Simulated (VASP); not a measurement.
# C (Fd-3m) in VASP: relaxation of cell and atoms with PBE

Aim: the relaxation of cell and atoms of C with PBE.

Program: VASP 6.6.1. These are calculated values, not measurements. Logs are shortened: lines on timing, memory, paths and dates and some standing lists are left out, and cuts for length are marked.

### 1 The cell of the first run

It takes space group Fd-3m (No. 227, cubic). Conventional cell: a = 3.519 Å, b = 3.519 Å, c = 3.519 Å, α = 90.00°, β = 90.00°, γ = 90.00°. Within 2.0 Å of C (site symmetry -43m) lie 4 C at 1.52 Å.

### 2 Relaxation of cell and atoms, PBE, target pressure 21 GPa, at which the enthalpy is minimised

Contents of INCAR:

```
PREC     = Accurate       # precision mode
ENCUT    = 600            # plane-wave cutoff, eV
EDIFF    = 1E-6           # SCF threshold, eV
ISMEAR   = -1             # smearing method
SIGMA    = 0.1            # smearing width, eV
LREAL    = False          # projectors in reciprocal space
LASPH    = True           # aspherical terms in the spheres
NELM     = 80             # most SCF steps
ALGO     = Normal         # electronic algorithm
ISIF     = 3              # what is computed and relaxed
LWAVE    = False          # write WAVECAR
LCHARG   = False          # write CHGCAR
GGA      = PE             # functional
IBRION   = 2              # ionic algorithm
NSW      = 32             # ionic steps
EDIFFG   = -0.005         # ionic threshold
PSTRESS  = 210.0
```

Contents of KPOINTS:

```
regular mesh
0
Gamma
  22 22 22
```

Contents of POSCAR:

```
C
1.0
   -1.2440800146      1.2440800146      1.7593613360
    1.2440800146     -1.2440800146      1.7593613360
    1.2440800146      1.2440800146     -1.7593613360
C
2
Direct
   -0.3750000000     -0.1250000000     -0.2500000000
    0.3750000000      0.1250000000      0.2500000000
```

Potentials or basis: VASP PAW PBE potentials, release 64 (C).

Started as:

```bash
cat potpaw_PBE.64/C/POTCAR > POTCAR
mpirun -np 1 vasp_std > vasp.out
```

OUTCAR:

```text
PREC = Accurate
   ENCUT = 600
   EDIFF = 1E-6
   ISMEAR = -1
   LREAL = False
   LASPH = True
   NELM = 80
   ISIF = 3
   GGA = PE
   IBRION = 2
   NSW = 32
   EDIFFG = -0.005
   PSTRESS = 210.0

 ion  position               nearest neighbor table
   1  0.625  0.875  0.750-   2 1.52   2 1.52   2 1.52   2 1.52
   2  0.375  0.125  0.250-   1 1.52   1 1.52   1 1.52   1 1.52

  LATTYP: Found a body centered tetragonal cell.
 ALAT       =     2.4881600292
 C/A-ratio  =     1.4141866402

  Lattice vectors:

 A1 = (  -1.2440800146,   1.2440800146,   1.7593613360)
 A2 = (   1.2440800146,  -1.2440800146,   1.7593613360)
 A3 = (   1.2440800146,   1.2440800146,  -1.7593613360)

Analysis of symmetry for initial positions (statically):
=====================================================================
 Subroutine PRICEL returns:
 Original cell was already a primitive cell.

 Routine SETGRP: Setting up the symmetry group for a
 body centered tetragonal supercell.

 Subroutine GETGRP returns: Found 16 space group operations
 (whereof  4 operations were pure point group operations)
 out of a pool of 16 trial point group operations.

The static configuration has the point symmetry C_2h.
 The point group associated with its full space group is D_4h.

Analysis of symmetry for dynamics (positions and initial velocities):
=====================================================================
 Subroutine PRICEL returns:
 Original cell was already a primitive cell.

 Routine SETGRP: Setting up the symmetry group for a
 body centered tetragonal supercell.

 Subroutine GETGRP returns: Found 16 space group operations
 (whereof  4 operations were pure point group operations)
 out of a pool of 16 trial point group operations.

The dynamic configuration has the point symmetry C_2h.
 The point group associated with its full space group is D_4h.

 Subroutine INISYM returns: Found 16 space group operations
 (whereof  4 operations are pure point group operations),
 and found     1 'primitive' translations

----------------------------------------------------------------------------------------

                                     Primitive cell

  volume of cell :      10.8921

  direct lattice vectors                    reciprocal lattice vectors
    -1.244080015  1.244080015  1.759361336     0.000000000  0.401903410  0.284194037
     1.244080015 -1.244080015  1.759361336     0.401903410  0.000000000  0.284194037
     1.244080015  1.244080015 -1.759361336     0.401903410  0.401903410  0.000000000

  length of vectors
     2.488136346  2.488136346  2.488136346     0.492232264  0.492232264  0.568377253

  position of ions in fractional coordinates (direct lattice)
     0.625000000  0.875000000  0.750000000
     0.375000000  0.125000000  0.250000000

  ion indices of the primitive-cell ions
   primitive index   ion index
                 1           1
                 2           2

----------------------------------------------------------------------------------------

 KPOINTS: regular mesh

Automatic generation of k-mesh.
 Grid dimensions read from file:
 generate k-points for:   22   22   22

 Generating k-lattice:

  Cartesian coordinates                     Fractional coordinates (reciprocal lattice)
     0.000000000  0.018268337  0.012917911     0.045454545  0.000000000 -0.000000000
     0.018268337  0.000000000  0.012917911     0.000000000  0.045454545 -0.000000000
     0.018268337  0.018268337  0.000000000     0.000000000  0.000000000  0.045454545

  Length of vectors
     0.022374194  0.022374194  0.025835330

  Shift w.r.t. Gamma in fractional coordinates (k-lattice)
     0.000000000  0.000000000  0.000000000

 Subroutine IBZKPT returns following result:
 ===========================================

 Found    834 irreducible k-points:

 Following reciprocal coordinates:
            Coordinates               Weight
  0.000000  0.000000  0.000000      1.000000
  0.045455 -0.000000  0.000000      8.000000
  0.090909 -0.000000  0.000000      8.000000
  0.136364  0.000000 -0.000000      8.000000
  0.181818  0.000000 -0.000000      8.000000
  0.227273  0.000000 -0.000000      8.000000
[... 16 lines left out ...]
  0.500000  0.045455 -0.000000     16.000000
 -0.454545  0.045455  0.000000     16.000000
 [... further k-points ...]
   k-points           NKPTS =    834   k-points in BZ     NKDIM =    834   number of bands    NBANDS=      8
   number of dos      NEDOS =    301   number of ions     NIONS =      2
   total plane-waves  NPLWV =   8000
   dimension x,y,z NGX =    20 NGY =   20 NGZ =   20
   dimension x,y,z NGXF=    40 NGYF=   40 NGZF=   40
   ions per type =               2
   NGX,Y,Z   is equivalent  to a cutoff of  13.36, 13.36, 13.36 a.u.
   NGXF,Y,Z  is equivalent  to a cutoff of  26.73, 26.73, 26.73 a.u.
 SYSTEM =  unknown system
   PREC   = accura    normal or accurate (medium, high low for compatibility)
   ISTART =      0    job   : 0-new  1-cont  2-samecut
   ICHARG =      2    charge: 1-file 2-atom 10-const
   ISPIN  =      1    spin polarized calculation?
   LNONCOLLINEAR =      F non collinear calculations
   LSORBIT =      F    spin-orbit coupling
   LASPH  =      T    aspherical Exc in radial PAW
   ENCUT  =  600.0 eV  44.10 Ry    6.64 a.u.   4.97  4.97  4.97*2*pi/ulx,y,z
   NELM   =     80;   NELMIN=  2; NELMDL= -5     # of ELM steps
   EDIFF  = 0.1E-05   stopping-criterion for ELM
   LREAL  =      F    real-space projection
   EDIFFG = -.5E-02   stopping-criterion for IOM
   NSW    =     32    number of steps for IOM
   IBRION =      2    ionic relax: 0-MD 1-quasi-New 2-CG
   NFREE  =      1    steps in history (QN), initial steepest desc. (CG)
   ISIF   =      3    stress and relaxation
   ISYM   =      2    0-nonsym 1-usesym 2-fastsym
   POTIM  = 0.5000    time-step for ionic-motion
   TEBEG  =    0.0;   TEEND  =   0.0 temperature during run
   PSTRESS=  210.0 pullay stress
   NELECT =       8.0000    total number of electrons
   NUPDOWN=      -1.0000    fix difference up-down
   EMIN   =  10.00;   EMAX   =-10.00  energy-range for DOS
   EFERMI =   0.00;   METHOD = LEGACY
   ISMEAR =    -1;   SIGMA  =   0.10  broadening in eV -4-tet -1-fermi 0-gaus
   EFERMI_NEDOS =   21; number of points for ismear=-14 and -15
   IALGO  =     38    algorithm
   IMIX   =      4    mixing-type and parameters
     AMIX     =   0.40;   BMIX     =  1.00
     AMIX_MAG =   1.60;   BMIX_MAG =  1.00
  volume/ion in A,a.u.               =       5.45        36.75
  Fermi-wavevector in a.u.,A,eV,Ry     =   1.477070  2.791257 29.684299  2.181734
  Thomas-Fermi vector in A             =   2.591519
   LORBIT       =      0    0 simple, 1 ext, 2 COOP (PROOUT), +10 PAW based schemes
   GGA     = PE    functional components
   LHFCALC =     F    Hartree Fock is set to
   AEXX    =    0.0000 exact exchange contribution
   IVDW    =     0    specifies the selected vdW correction
   LEPSILON=     F    determine dielectric tensor
   LRPA    =     F    only Hartree local field effects (RPA)
 conjugate gradient relaxation of ions
 non-spin polarized calculation
  energy-cutoff  :      600.00
  volume of cell :       10.89
 maximum number of plane-waves:       375
   NGX =  9   NGY =  9   NGZ =  9

 number of electron       7.9999999 magnetization

 Free energy of the ion-electron system (eV)
  ---------------------------------------------------
  ext. energy  EPLUGINS =         0.00000000
  ---------------------------------------------------
  free energy    TOTEN  =       -18.15654314 eV

  energy without entropy =      -18.15654314  energy(sigma->0) =      -18.15654314

 E-fermi :  12.0773     XC(G=0): -13.4557

 val. band max:       10.3253203200   @ k =   0.0000   0.0000   0.0000
 cond. band min:      14.5440375998   @ k =  -0.3636  -0.3636   0.3636
 fundamental gap:      4.2187172798
 Fermi energy:        12.0773463459

 k-point     1 :       0.0000    0.0000    0.0000
  band No.  band energies     occupation
      1     -11.7053      2.00000
      2      10.3250      2.00000
      3      10.3250      2.00000
      4      10.3253      2.00000
      5      16.0273      0.00000
      6      16.0275      0.00000
      7      16.0275      0.00000
      8      24.5999      0.00000

 k-point     2 :       0.0455   -0.0000    0.0000
  band No.  band energies     occupation
      1     -11.6464      2.00000
      2       9.9063      2.00000
      3      10.2173      2.00000
      4      10.2175      2.00000
      5      16.1679      0.00000
      6      16.1680      0.00000
      7      16.2950      0.00000
      8      24.6398      0.00000

 k-point     3 :       0.0909   -0.0000    0.0000
  band No.  band energies     occupation
      1     -11.4701      2.00000
      2       8.8526      2.00000
      3       9.9304      2.00000
      4       9.9306      2.00000
      5      16.5450      0.00000
      6      16.5451      0.00000
      7      16.9030      0.00000
      8      24.7581      0.00000

 k-point     4 :       0.1364    0.0000   -0.0000
  band No.  band energies     occupation
      1     -11.1769      2.00000
      2       7.4673      2.00000
      3       9.5403      2.00000
      4       9.5405      2.00000
      5      17.0589      0.00000
      6      17.0590      0.00000
      7      17.5737      0.00000
      8      24.9492      0.00000

 k-point     5 :       0.1818    0.0000   -0.0000
  band No.  band energies     occupation
      1     -10.7677      2.00000
      2       5.9307      2.00000
      3       9.1154      2.00000
      4       9.1157      2.00000
      5      17.6055      0.00000
      6      17.6056      0.00000
      7      18.1701      0.00000
      8      25.1995      0.00000

 k-point     6 :       0.2273    0.0000   -0.0000
  band No.  band energies     occupation
      1     -10.2444      2.00000
      2       4.3372      2.00000
      3       8.7017      2.00000
      4       8.7020      2.00000
      5      18.0986      0.00000
      6      18.0987      0.00000
      7      18.6522      0.00000
      8      25.4847      0.00000

 k-point     7 :       0.2727    0.0000   -0.0000
  band No.  band energies     occupation
      1      -9.6097      2.00000
      2       2.7425      2.00000
      3       8.3269      2.00000
      4       8.3272      2.00000
      5      18.4816      0.00000
      6      18.4816      0.00000
      7      19.0228      0.00000
      8      25.7710      0.00000
[... 133 lines left out ...]
 k-point    20 :       0.3636    0.0455   -0.0000
  band No.  band energies     occupation
      1      -7.6826      2.00000
      2      -0.7431      2.00000
      3       7.2357      2.00000
      4       7.8083      2.00000
      5      18.8275      0.00000
      6      19.0918      0.00000
      7      19.7111      0.00000
      8      26.1686      0.00000

 k-point    21 :       0.4091    0.0455   -0.0000
  band No.  band energies     occupation
      1      -6.7568      2.00000
      2      -2.0811      2.00000
      3       7.1503      2.00000
      4       7.5694      2.00000
      5      18.9629      0.00000
      6      19.0310      0.00000
      7      19.8316      0.00000
      8      26.3238      0.00000

 k-point    22 :       0.4545    0.0455   -0.0000
  band No.  band energies     occupation
      1      -5.9035      2.00000
      2      -3.1587      2.00000
      3       7.1435      2.00000
      4       7.4002      2.00000
      5      18.9426      0.00000
      6      19.0671      0.00000
      7      19.8963      0.00000
      8      26.4003      0.00000

 k-point    23 :       0.5000    0.0455   -0.0000
  band No.  band energies     occupation
      1      -5.7174      2.00000
      2      -3.3771      2.00000
      3       7.2138      2.00000
      4       7.3048      2.00000
      5      18.8494      0.00000
      6      19.1589      0.00000
      7      19.9096      0.00000
      8      26.4003      0.00000

 k-point    24 :      -0.4545    0.0455    0.0000
  band No.  band energies     occupation
      1      -6.4503      2.00000
      2      -2.4840      2.00000
      3       7.2862      2.00000
      4       7.3584      2.00000
      5      18.7552      0.00000
      6      19.2398      0.00000
      7      19.8726      0.00000
      8      26.3247      0.00000

 [... further k-points ...]

------------------------ aborting loop because EDIFF is reached ----------------------------------------

  FORCE on cell =-STRESS in cart. coord.  units (eV):
  Direction    XX          YY          ZZ          XY          YZ          ZX
  --------------------------------------------------------------------------------------
  -------------------------------------------------------------------------------------
  Total        1.4355148      1.4355148      1.4367690      0.0000000      0.0000000      0.0000000
  in kB      211.1575338    211.1575338    211.3420212      0.0000000      0.0000000      0.0000000
  external PRESSURE =       1.2190296 kB  Pullay stress =     210.0000000 kB

 VOLUME and BASIS-vectors are now :
 -----------------------------------------------------------------------------
  energy-cutoff  :      600.00
  volume of cell :       10.89
      direct lattice vectors                 reciprocal lattice vectors
    -1.244080015  1.244080015  1.759361336     0.000000000  0.401903410  0.284194037
     1.244080015 -1.244080015  1.759361336     0.401903410  0.000000000  0.284194037
     1.244080015  1.244080015 -1.759361336     0.401903410  0.401903410  0.000000000

 POSITION                                       TOTAL-FORCE (eV/Angst)
 -----------------------------------------------------------------------------------
      1.24408      0.62204      1.31952         0.000000     -0.000000     -0.000000
     -0.00000      0.62204      0.43984        -0.000000      0.000000      0.000000
 -----------------------------------------------------------------------------------
    total drift:                                0.000000     -0.000000     -0.000000

  FREE ENERGIE OF THE ION-ELECTRON SYSTEM (eV)
  ---------------------------------------------------
  free  energy   TOTEN  =       -18.1565431402 eV

  energy  without entropy=      -18.1565431400  energy(sigma->0) =      -18.15654314

  enthalpy is  TOTEN    =       -16.7288976617 eV   P V=        1.4276454785

 reached required accuracy - stopping structural energy minimisation
```

It took 36 s on 1 thread of Intel Xeon Platinum 8488C (Sapphire Rapids), shared host; peak memory 0.18 GiB.

Results:

```yaml
Free_energy: -18.1565 eV
Pressure_after_relaxing: 21.1 GPa
Band_gap_on_the_k_mesh: 4.22 eV (least direct gap 5.70 eV)
```

Final structure:
```
C
1.0
    -1.24408    1.24408    1.75936
     1.24408   -1.24408    1.75936
     1.24408    1.24408   -1.75936
C
2
Cartesian
  1.2441 0.6220 1.3195
  0.0000 0.6220 0.4398
```

Levels at points of the mesh, in eV from the valence-band top:
```tsv
k point	band 1	band 2	band 3	band 4	band 5	band 6	band 7	band 8
(0.00, 0.00, 0.00)	-22.03	0.00	0.00	0.00	5.70	5.70	5.70	14.27
(0.50, 0.00, 0.00)	-16.02	-13.83	-2.91	-2.91	8.63	8.63	9.41	16.07
(0.50, 0.50, 0.00)	-13.06	-13.06	-6.55	-6.55	4.84	4.84	17.43	17.43
(0.50, 0.50, 0.50)	-13.06	-13.06	-6.55	-6.55	4.84	4.84	17.43	17.43
```

Caveat: the relaxation stopped at its first step, so nothing moved; the cell is relaxed towards a set pressure, so the run minimises the enthalpy, not the energy.
